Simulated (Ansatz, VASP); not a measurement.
One calculation of I, two programs

INCAR

```
  ALGO = Normal
  EDIFF = 1E-7
  EDIFFG = -0.01
  ENCUT = 600
  GGA = PE
  IBRION = 2
  ISIF = 3
  ISMEAR = -1
  IVDW = 13
  LASPH = True
  LCHARG = False
  LREAL = False
  LWAVE = False
  NELM = 100
  NSW = 80
  PREC = Accurate
  SIGMA = 0.05
```

File KPOINTS:

```
k-points
0
Gamma
  9 9 9
```

The input POSCAR:

```
I
1.0
    0.0000000000      2.3656004428      3.9098401324
    2.1922454667      0.0000000000      3.9098401324
    2.1922454667      2.3656004428      0.0000000000
I
1
Direct
    0.0000000000      0.0000000000      0.0000000000
```

input.yaml

```yaml
crystal:
  lattice:
    - [0.0, 2.3656004428, 3.9098401324]
    - [2.1922454667, 0.0, 3.9098401324]
    - [2.1922454667, 2.3656004428, 0.0]
  atoms:
    - { symbol: I, position: [0.0, 0.0, 0.0] }
kpoints:
  mp_grid: { grid: [9, 9, 9] }
scf:
  occupations: { method: fermi_dirac, width: 0.05 }
hamiltonian:
  xc: pbe
  dispersion: d4
  pseudopotentials: { kind: all_electron, lapw: { basis_error: 0.001 } }
output:
  forces: true
  stress: true
relax:
  f_tol: 0.01
  max_steps: 60
  cell: {}
```

Alike in both runs: task relaxation of cell and atoms; functional PBE; dispersion D4; k mesh 9 × 9 × 9; occupations fermi-dirac, width 0.05 eV; no spin polarisation.

|  | VASP | Ansatz |
| --- | --- | --- |
| version | VASP 6.6.1 | Ansatz 0.2.0 |
| potentials or method | VASP PAW PBE potentials, release 64 (I), cutoff 600 eV | all-electron LAPW, scalar-relativistic |

Ansatz gave:

* relaxed volume (Å³/atom): 37.11
* relaxed cell length with the largest relative difference (Å): 4.263

Q: Which values does VASP return?

A: Relaxed volume (Å³/atom): 37.08; relaxed cell length with the largest relative difference (Å): 4.266.

Ansatz ran all-electron here, and VASP with PAW potentials.

Neither program's run includes spin-orbit coupling.
